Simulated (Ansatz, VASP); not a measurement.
## Two plane-wave programs on Rh

```
Rh
1.0
     4.30291    0.00000    0.00000
    -2.15146    3.72643    0.00000
     0.00000    0.00000    2.64036
Rh
3
Direct
  0.00000 0.00000 0.00000
  0.33333 0.66667 0.50000
  0.66667 0.33333 0.50000
```

Alike in both runs: functional r2SCAN; k mesh 9 × 9 × 12; occupations fermi-dirac, width 0.1 eV; no spin polarisation.

Ansatz relaxed the structure, and its values are those at the end. VASP's run is a single point on that final structure, the one shown.

|  | VASP | Ansatz |
| --- | --- | --- |
| version | VASP 6.6.1 | Ansatz 0.2.0 |
| potentials or method | VASP PAW PBE potentials, release 64 (Rh_pv), cutoff 520 eV | plane waves (500 eV) with PAW, scalar-relativistic |
| valence electrons in the cell | 45 | 51 |

VASP gave:

| Item | Value |
| --- | --- |
| pressure (GPa) | 1.4 |

**Question.** Which values does Ansatz return?

**Answer.** Pressure (GPa): 0.0.

VASP's potentials were made for PBE, not for r2SCAN. VASP's potentials hold 45 valence electrons a cell and Ansatz's 51, so a difference there can come from the potentials and not from the codes.
